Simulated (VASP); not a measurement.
Write the native input for VASP 6.6.1 that does the following.

```yaml
Task: single point
Functional: RPBE
Potentials_or_basis: VASP PAW PBE potentials, release 64 (Hf_pv, O)
Cutoff: 520 eV
k_mesh: 8 × 8 × 5
Occupations: gaussian, width 0.05 eV
Spin: no spin polarisation
Dipole_correction: no
Further_INCAR_settings: ALGO = Normal; EDIFF = 1e-07; NBANDS = 31
```

The structure of HfO2 lies in POSCAR:

```
HfO2
1.0
    3.5580193300      0.0000000000      0.0000000000
    0.0000000000      3.5580193300      0.0000000000
    0.0000000000      0.0000000000      5.1718612100
Hf O
2 4
Direct
    0.0000000000      0.0000000000      0.0000000000
    0.5000000000      0.5000000000      0.5000000000
    0.0000000000      0.5000000000      0.1972078800
    0.5000000000      0.0000000000      0.3027921200
    0.5000000000      0.0000000000      0.8027921200
    0.0000000000      0.5000000000      0.6972078800
```

One way to write it, as run:

INCAR

```
PREC = Accurate
ENCUT = 520
EDIFF = 1E-7
ISMEAR = 0
SIGMA = 0.05
LREAL = F
LASPH = T
NELM = 80
ALGO = Normal
ISIF = 2
LWAVE = F
LCHARG = T
GGA = RP
LELF = T
LVHAR = T
NBANDS = 31
```

KPOINTS

```
regular mesh
0
Gamma
  8 8 5
```

Potentials or basis: VASP PAW PBE potentials, release 64 (Hf_pv, O).

The run is started by

```sh
$ cat potpaw_PBE.64/Hf_pv/POTCAR potpaw_PBE.64/O/POTCAR > POTCAR
$ mpirun -np 1 vasp_std > vasp.out
```

Results of the run:

```yaml
Pressure: 11.6 GPa
Largest_force: 0.122 eV/Å
Band_gap_on_the_k_mesh: 4.83 eV (least direct gap 4.90 eV)
```

Caveat: the cell stands under pressure; the PAW data sets were made with another functional, which shifts forces and pressure a little; spin-orbit coupling is left out, which moves the levels of the heavy elements.

It took 3.2 min on 1 thread of Intel Xeon 8259CL, with other jobs on the host, peak memory 0.23 GiB.
